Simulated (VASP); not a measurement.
# Hf (Im-3m) in VASP: notebook, part 2 of 3

VASP 6.6.1. Earlier steps stand in the parts before.

## Step 3: Single point, HSE06

This run uses another cell than the first one, of 22.59 Å³/atom.

File POSCAR:

```
Hf
1.0
   -1.7807434474      1.7807434474      1.7807434474
    1.7807434474     -1.7807434474      1.7807434474
    1.7807434474      1.7807434474     -1.7807434474
Hf
1
Direct
    0.0000000000      0.0000000000      0.0000000000
```

File INCAR.step1:

```
SYSTEM = Hf
PREC = Accurate
ENCUT = 520
EDIFF = 1E-5
ISMEAR = 0
SIGMA = 0.05
LREAL = .FALSE.
LASPH = .TRUE.
NELM = 100
ALGO = Normal
ISIF = 2
LWAVE = .TRUE.
LCHARG = .FALSE.
GGA = PE
NBANDS = 11
```

File INCAR.step2:

```
SYSTEM = Hf
PREC = Accurate
ENCUT = 520
EDIFF = 1E-6
ISMEAR = 0
SIGMA = 0.05
LREAL = .FALSE.
LASPH = .TRUE.
NELM = 100
ALGO = Normal
ISIF = 2
LWAVE = .FALSE.
LCHARG = .FALSE.
GGA = PE
LHFCALC = .TRUE.
HFSCREEN = 0.2079
PRECFOCK = Normal
ISTART = 1
NBANDS = 11
```

File KPOINTS:

```
regular mesh
0
G
  8 8 8
  0 0 0
```

Potentials or basis: VASP PAW PBE potentials, release 64 (Hf_pv).

Run with:

```console
cat potpaw_PBE.64/Hf_pv/POTCAR > POTCAR
cp INCAR.step1 INCAR
mpirun -np 1 vasp_std > vasp.out
cp INCAR.step2 INCAR
mpirun -np 1 vasp_std > vasp.out
```

OUTCAR:

```text
SYSTEM = Hf
   PREC = Accurate
   ENCUT = 520
   EDIFF = 1E-6
   ISMEAR = 0
   LREAL = .FALSE.
   LASPH = .TRUE.
   NELM = 100
   ISIF = 2
   GGA = PE
   LHFCALC = .TRUE.
   HFSCREEN = 0.2079
   PRECFOCK = Normal
   ISTART = 1

 ion  position               nearest neighbor table
   1  0.000  0.000  0.000-

  LATTYP: Found a body centered cubic cell.
 ALAT       =     3.5614868948

  Lattice vectors:

 A1 = (  -1.7807434474,   1.7807434474,   1.7807434474)
 A2 = (   1.7807434474,  -1.7807434474,   1.7807434474)
 A3 = (   1.7807434474,   1.7807434474,  -1.7807434474)

Analysis of symmetry for initial positions (statically):
=====================================================================
 Subroutine PRICEL returns:
 Original cell was already a primitive cell.

 Routine SETGRP: Setting up the symmetry group for a
 body centered cubic supercell.

 Subroutine GETGRP returns: Found 48 space group operations
 (whereof 48 operations were pure point group operations)
 out of a pool of 48 trial point group operations.

The static configuration has the point symmetry O_h .

Analysis of symmetry for dynamics (positions and initial velocities):
=====================================================================
 Subroutine PRICEL returns:
 Original cell was already a primitive cell.

 Routine SETGRP: Setting up the symmetry group for a
 body centered cubic supercell.

 Subroutine GETGRP returns: Found 48 space group operations
 (whereof 48 operations were pure point group operations)
 out of a pool of 48 trial point group operations.

The dynamic configuration has the point symmetry O_h .

 Subroutine INISYM returns: Found 48 space group operations
 (whereof 48 operations are pure point group operations),
 and found     1 'primitive' translations

----------------------------------------------------------------------------------------

                                     Primitive cell

  volume of cell :      22.5873

  direct lattice vectors                    reciprocal lattice vectors
    -1.780743447  1.780743447  1.780743447     0.000000000  0.280781603  0.280781603
     1.780743447 -1.780743447  1.780743447     0.280781603  0.000000000  0.280781603
     1.780743447  1.780743447 -1.780743447     0.280781603  0.280781603  0.000000000

  length of vectors
     3.084338126  3.084338126  3.084338126     0.397085151  0.397085151  0.397085151

  position of ions in fractional coordinates (direct lattice)
     0.000000000  0.000000000  0.000000000

  ion indices of the primitive-cell ions
   primitive index   ion index
                 1           1

----------------------------------------------------------------------------------------

 KPOINTS: regular mesh

Automatic generation of k-mesh.
 Grid dimensions read from file:
 generate k-points for:    8    8    8

 Generating k-lattice:

  Cartesian coordinates                     Fractional coordinates (reciprocal lattice)
     0.000000000  0.035097700  0.035097700     0.125000000  0.000000000  0.000000000
     0.035097700  0.000000000  0.035097700     0.000000000  0.125000000  0.000000000
     0.035097700  0.035097700  0.000000000     0.000000000  0.000000000  0.125000000

  Length of vectors
     0.049635644  0.049635644  0.049635644
[... 41 lines left out ...]
   ions per type =               1
   NGX,Y,Z   is equivalent  to a cutoff of  12.94, 12.94, 12.94 a.u.
   NGXF,Y,Z  is equivalent  to a cutoff of  25.87, 25.87, 25.87 a.u.
 SYSTEM =  Hf
   PREC   = accura    normal or accurate (medium, high low for compatibility)
   ISTART =      1    job   : 0-new  1-cont  2-samecut
   ICHARG =      0    charge: 1-file 2-atom 10-const
   ISPIN  =      1    spin polarized calculation?
   LNONCOLLINEAR =      F non collinear calculations
   LSORBIT =      F    spin-orbit coupling
   LASPH  =      T    aspherical Exc in radial PAW
   ENCUT  =  520.0 eV  38.22 Ry    6.18 a.u.   5.73  5.73  5.73*2*pi/ulx,y,z
   NELM   =    100;   NELMIN=  2; NELMDL=  0     # of ELM steps
   EDIFF  = 0.1E-05   stopping-criterion for ELM
   LREAL  =      F    real-space projection
   EDIFFG = 0.1E-04   stopping-criterion for IOM
   NSW    =      0    number of steps for IOM
   IBRION =     -1    ionic relax: 0-MD 1-quasi-New 2-CG
   NFREE  =      0    steps in history (QN), initial steepest desc. (CG)
   ISIF   =      2    stress and relaxation
   ISYM   =      3    0-nonsym 1-usesym 2-fastsym
   POTIM  = 0.5000    time-step for ionic-motion
   TEBEG  =    0.0;   TEEND  =   0.0 temperature during run
   PSTRESS=    0.0 pullay stress
   NELECT =      10.0000    total number of electrons
   NUPDOWN=      -1.0000    fix difference up-down
   EMIN   =  10.00;   EMAX   =-10.00  energy-range for DOS
   EFERMI =   0.00;   METHOD = LEGACY
   ISMEAR =     0;   SIGMA  =   0.05  broadening in eV -4-tet -1-fermi 0-gaus
   EFERMI_NEDOS =   21; number of points for ismear=-14 and -15
   IALGO  =     38    algorithm
   IMIX   =      1    mixing-type and parameters
     AMIX     =   0.40;   BMIX     =  1.00
     AMIX_MAG =   1.60;   BMIX_MAG =  1.00
  volume/ion in A,a.u.               =      22.59       152.43
  Fermi-wavevector in a.u.,A,eV,Ry     =   1.247729  2.357865 21.181914  1.556827
  Thomas-Fermi vector in A             =   2.381848
   LORBIT       =      0    0 simple, 1 ext, 2 COOP (PROOUT), +10 PAW based schemes
   GGA     = PE    functional components
   LHFCALC =     T    Hartree Fock is set to
   PRECFOCK=normal    Normal, Fast or Accurate (Low or Medium for compatibility)
   ENCUT4O =  -1.0   cutoff for four orbital integrals eV
   NKREDX  =     1    reduce k-point grid by
   NKREDY  =     1    reduce k-point grid by
   NKREDZ  =     1    reduce k-point grid by
   AEXX    =    0.2500 exact exchange contribution
   HFSCREEN=    0.2079 screening length (either q_TF or 0.3 A-1)
   HFSCREENC=   0.2079 screening length for correlation (either q_TF or 0.3 A-1)
   ENCUTFOCK=  -1.0 apply spherical cutoff to Coloumb kernel
   IVDW    =     0    specifies the selected vdW correction
   LEPSILON=     F    determine dielectric tensor
   LRPA    =     F    only Hartree local field effects (RPA)
 non-spin polarized calculation
 Gauss-broadening in eV      SIGMA  =   0.05
  energy-cutoff  :      520.00
  volume of cell :       22.59
 maximum number of plane-waves:       622
  NGX = 18; NGY = 18; NGZ = 18

 number of electron      10.0000002 magnetization

 Free energy of the ion-electron system (eV)
  ---------------------------------------------------
  ext. energy  EPLUGINS =         0.00000000
  ---------------------------------------------------
  free energy    TOTEN  =       -10.98220344 eV

  energy without entropy =      -10.97784005  energy(sigma->0) =      -10.98002174

 E-fermi :   4.4317     XC(G=0):  -9.2535

 val. band max:        4.4040000869   @ k =   0.3750   0.0000   0.0000
 cond. band min:       4.4458534008   @ k =   0.2500   0.2500   0.0000
 fundamental gap:      0.0418533139
 Fermi energy:         4.4316956356

 k-point     1 :       0.0000    0.0000    0.0000
  band No.  band energies     occupation
      1     -27.7810      2.00000
      2     -27.7810      2.00000
      3     -27.7810      2.00000
      4      -3.6285      2.00000
      5       6.5475      0.00000
      6       6.5475      0.00000
      7       6.5475      0.00000
      8       9.3965      0.00000
      9       9.3965      0.00000
     10      18.5279      0.00000
     11      18.5279      0.00000
[... 309 lines left out ...]
 k-point    24 :      -0.3750    0.3750    0.2500
  band No.  band energies     occupation
      1     -28.4351      2.00000
      2     -28.1734      2.00000
      3     -28.0992      2.00000
      4       1.7115      2.00000
      5       3.1426      2.00000
      6       6.6314      0.00000
      7       7.1353      0.00000
      8      10.0560      0.00000
      9      10.6471      0.00000
     10      17.3507      0.00000
     11      18.9438      0.00000

 [... further k-points ...]

------------------------ aborting loop because EDIFF is reached ----------------------------------------

  FORCE on cell =-STRESS in cart. coord.  units (eV):
  Direction    XX          YY          ZZ          XY          YZ          ZX
  --------------------------------------------------------------------------------------
  -------------------------------------------------------------------------------------
  Total       -0.2926489     -0.2926489     -0.2926489      0.0000000     -0.0000000      0.0000000
  in kB      -20.7583817    -20.7583817    -20.7583817      0.0000000     -0.0000000      0.0000000
  external PRESSURE =     -20.7583817 kB  Pullay stress =       0.0000000 kB

 VOLUME and BASIS-vectors are now :
 -----------------------------------------------------------------------------
  energy-cutoff  :      520.00
  volume of cell :       22.59
      direct lattice vectors                 reciprocal lattice vectors
    -1.780743447  1.780743447  1.780743447     0.000000000  0.280781603  0.280781603
     1.780743447 -1.780743447  1.780743447     0.280781603  0.000000000  0.280781603
     1.780743447  1.780743447 -1.780743447     0.280781603  0.280781603  0.000000000

 POSITION                                       TOTAL-FORCE (eV/Angst)
 -----------------------------------------------------------------------------------
      0.00000      0.00000      0.00000         0.000000     -0.000000      0.000000
 -----------------------------------------------------------------------------------
    total drift:                                0.000000     -0.000000     -0.000000

  FREE ENERGIE OF THE ION-ELECTRON SYSTEM (eV)
  ---------------------------------------------------
  free  energy   TOTEN  =       -10.9822034364 eV

  energy  without entropy=      -10.9778400500  energy(sigma->0) =      -10.98002174
```

OUTCAR.step1:

```text
SYSTEM = Hf
   PREC = Accurate
   ENCUT = 520
   EDIFF = 1E-5
   ISMEAR = 0
   LREAL = .FALSE.
   LASPH = .TRUE.
   NELM = 100
[... 552 lines left out ...]
 -----------------------------------------------------------------------------------
      0.00000      0.00000      0.00000         0.000000     -0.000000      0.000000
 -----------------------------------------------------------------------------------
    total drift:                                0.000000      0.000000      0.000000

  FREE ENERGIE OF THE ION-ELECTRON SYSTEM (eV)
  ---------------------------------------------------
  free  energy   TOTEN  =        -9.7499050928 eV

  energy  without entropy=       -9.7475031593  energy(sigma->0) =       -9.74870413
```

OSZICAR.step1:

```text
N       E                     dE             d eps       ncg     rms          rms(c)
DAV:   1     0.119875059188E+02    0.11988E+02   -0.56299E+03   638   0.828E+02
DAV:   2    -0.964775068146E+01   -0.21635E+02   -0.20896E+02   810   0.151E+02
DAV:   3    -0.100969006617E+02   -0.44915E+00   -0.44599E+00   797   0.149E+01
DAV:   4    -0.100986192647E+02   -0.17186E-02   -0.17183E-02   733   0.113E+00
DAV:   5    -0.100986283942E+02   -0.91295E-05   -0.91291E-05   756   0.754E-02    0.429E+01
DAV:   6    -0.983994514172E+01    0.25868E+00   -0.22199E-01   701   0.347E+00    0.255E+01
DAV:   7    -0.975438821014E+01    0.85557E-01   -0.32964E-01   698   0.409E+00    0.146E+00
DAV:   8    -0.974989063916E+01    0.44976E-02   -0.23684E-02   719   0.110E+00    0.272E-01
DAV:   9    -0.974990205814E+01   -0.11419E-04   -0.31612E-04   815   0.151E-01    0.585E-02
DAV:  10    -0.974990509280E+01   -0.30347E-05   -0.28694E-05   712   0.412E-02
   1 F= -.97499051E+01 E0= -.97487041E+01  d E =-.240193E-02
```

Wall time 34 min (1 thread of Intel Xeon Platinum 8488C (Sapphire Rapids), shared host); peak memory 0.26 GiB.

Results:

- Free energy: -10.9822 eV
- Pressure: -2.1 GPa
- Band gap on the k mesh: zero (bands 5 and 6 overlap by 2.99 eV)

Levels at points of the mesh, in eV from the Fermi level:
```csv
k point,band 2,band 3,band 4,band 5,band 6,band 7,band 8,band 9
"(0.00, 0.00, 0.00)",-32.21,-32.21,-8.06,2.12,2.12,2.12,4.96,4.96
"(0.50, 0.00, 0.00)",-32.48,-32.22,-3.84,-0.33,0.83,4.78,5.80,8.40
"(0.50, 0.50, 0.50)",-32.80,-32.80,-3.03,-3.03,7.55,7.55,7.55,7.73
```

Caveat: the PAW data sets were made with another functional, which shifts forces and pressure a little; spin-orbit coupling is left out, which moves the levels of the heavy elements.

(Continued in part 3 of 3.)
